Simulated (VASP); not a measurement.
Wanted: the native input for a VASP 6.6.1 run.

| Property | Result |
| --- | --- |
| Task | single point |
| Functional | PBE-based global hybrid with 10 % exact exchange |
| Potentials or basis | VASP PAW PBE potentials, release 64 (N, B) |
| Cutoff | 520 eV |
| k mesh | 7 × 7 × 7 |
| Occupations | fermi-dirac, width 0.05 eV |
| Spin | no spin polarisation |
| Dipole correction | no |
| Grid for exact exchange (PRECFOCK) | Normal |
| Share of exact exchange | 0.1 |
| Further INCAR settings | ALGO = Normal; EDIFF = 1e-06; NBANDS = 11 |

Crystal: BN.

```
N B
1.0
     0.00000    1.81300    1.81300
     1.81300    0.00000    1.81300
     1.81300    1.81300    0.00000
N B
1 1
Direct
  0.25000 0.25000 0.25000
  0.00000 0.00000 0.00000
```

These files were run (other wordings do the same):

POSCAR

```
BN
1.0
    0.0000000000      1.8130010000      1.8130010000
    1.8130010000      0.0000000000      1.8130010000
    1.8130010000      1.8130010000      0.0000000000
N B
1 1
Direct
    0.2500000000      0.2500000000      0.2500000000
    0.0000000000      0.0000000000      0.0000000000
```

INCAR.step1

```
SYSTEM = BN
  PREC = Accurate
  ENCUT = 520
  EDIFF = 1E-5
  ISMEAR = -1
  SIGMA = 0.05
  LREAL = .FALSE.
  LASPH = .TRUE.
  NELM = 80
  ALGO = Normal
  ISIF = 2
  LWAVE = .TRUE.
  LCHARG = .FALSE.
  NBANDS = 11
  GGA = PE
```

INCAR.step2

```
SYSTEM = BN
  PREC = Accurate
  ENCUT = 520
  EDIFF = 1E-6
  ISMEAR = -1
  SIGMA = 0.05
  LREAL = .FALSE.
  LASPH = .TRUE.
  NELM = 80
  ALGO = Normal
  ISIF = 2
  LWAVE = .FALSE.
  LCHARG = .FALSE.
  GGA = PE
  LHFCALC = .TRUE.
  AEXX = 0.1
  PRECFOCK = Normal
  NBANDS = 11
  ISTART = 1
```

KPOINTS

```
Automatic mesh
0
G
  7 7 7
  0 0 0
```

Potentials or basis: VASP PAW PBE potentials, release 64 (N, B).

The run is started by

```console
$ cat potpaw_PBE.64/N/POTCAR potpaw_PBE.64/B/POTCAR > POTCAR
$ cp INCAR.step1 INCAR
$ mpirun -np 1 vasp_std > vasp.out
$ cp INCAR.step2 INCAR
$ mpirun -np 1 vasp_std > vasp.out
```

It gave:

```
Pressure               : -3.8 GPa
Band gap on the k mesh : 5.54 eV (least direct gap 9.77 eV)
```

Caveat: the k points lie up to 0.43 Å⁻¹ apart; the PAW data sets were made with another functional, which shifts forces and pressure a little; an odd mesh through Γ misses points on the zone boundary, where band edges can lie.

Run time: 11 min on 1 thread of Intel Xeon 8259CL (shared host), peak memory 0.1 GiB.
